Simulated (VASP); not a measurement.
Here is a VASP 6.6.1 calculation.

Contents of INCAR:

```
SYSTEM = HfS4
PREC = Accurate ; ENCUT = 520
EDIFF = 1E-6 ; ISMEAR = 0
SIGMA = 0.1 ; LREAL = .False.
LASPH = .True. ; NELM = 80
ALGO = Normal ; ISIF = 2
LWAVE = .False. ; LCHARG = .False.
GGA = PE ; NBANDS = 25
```

File KPOINTS:

```
Automatic mesh
0
Gamma
  10 10 10
  0 0 0
```

File POSCAR:

```
HfS4
1.0
   -3.1371840413      3.1371840413      2.1417800166
    3.1371840413     -3.1371840413      2.1417800166
    3.1371840413      3.1371840413     -2.1417800166
Hf S
1 4
Direct
    0.0000000000      0.0000000000      0.0000000000
    0.5901124650      0.2345593474      0.8246718124
    0.7654406526      0.5901124650      0.3555531175
    0.4098875350      0.7654406526      0.1753281876
    0.2345593474      0.4098875350      0.6444468825
```

Potentials or basis: VASP PAW PBE potentials, release 64 (Hf_pv, S).

Launch:

```sh
$ cat potpaw_PBE.64/Hf_pv/POTCAR potpaw_PBE.64/S/POTCAR > POTCAR
$ mpirun -np 1 vasp_std > vasp.out
```

(1) Predict the band gap on the k mesh.

(2) What does it give for the pressure?

## Answers

(1) zero (band 17 reaches 7.49 eV, above the bottom of band 18 at 6.52 eV).

(2) -0.7 GPa.

Caveat: spin-orbit coupling is left out, which moves the levels of the heavy elements.
